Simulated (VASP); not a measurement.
Input of a VASP 6.6.1 run:

Contents of INCAR:

```
SYSTEM = MgSiN
PREC = Accurate
ENCUT = 600
EDIFF = 1E-6
ISMEAR = 0
SIGMA = 0.1
LREAL = .False.
LASPH = .True.
NELM = 80
ALGO = Normal
ISIF = 3
LWAVE = .False.
LCHARG = .False.
GGA = PE
IBRION = 2
NSW = 100
EDIFFG = -0.01
```

Contents of KPOINTS:

```
regular mesh
0
Gamma
  16 16 12
  0 0 0
```

Contents of POSCAR:

```
MgSiN
1.0
    3.0675919709      0.0000000000      0.0000000000
    0.0000000000      3.0675919709      0.0000000000
    0.0000000000      0.0000000000      3.8214969870
Mg Si N
1 1 1
Direct
    0.0000000000      0.0000000000      0.0000000000
    0.5000000000      0.5000000000      0.5000000000
    0.5000000000      0.5000000000      0.0000000000
```

Potentials or basis: VASP PAW PBE potentials, release 64 (Mg, Si, N).

Command:

```console
$ cat potpaw_PBE.64/Mg/POTCAR potpaw_PBE.64/Si/POTCAR potpaw_PBE.64/N/POTCAR > POTCAR
$ mpirun -np 1 vasp_std > vasp.out
```

Q: Estimate the space group after relaxing (to 0.05 Å).

A: P4/mmm (No. 123).

Q: What does it give for the relaxed volume?

A: 11.95 Å³/atom.

Q: Predict the relaxed cell.

A: a = 3.061 Å, b = 3.061 Å, c = 3.826 Å, α = 90.00°, β = 90.00°, γ = 90.00°.

Final structure:
```xyz
3
Lattice="3.0614 0.0000 0.0000 0.0000 3.0614 0.0000 0.0000 0.0000 3.8257" Properties=species:S:1:pos:R:3 pbc="T T T"
Mg    3.0614    3.0614    0.0000
Si    1.5307    1.5307    1.9128
N     1.5307    1.5307    0.0000
```
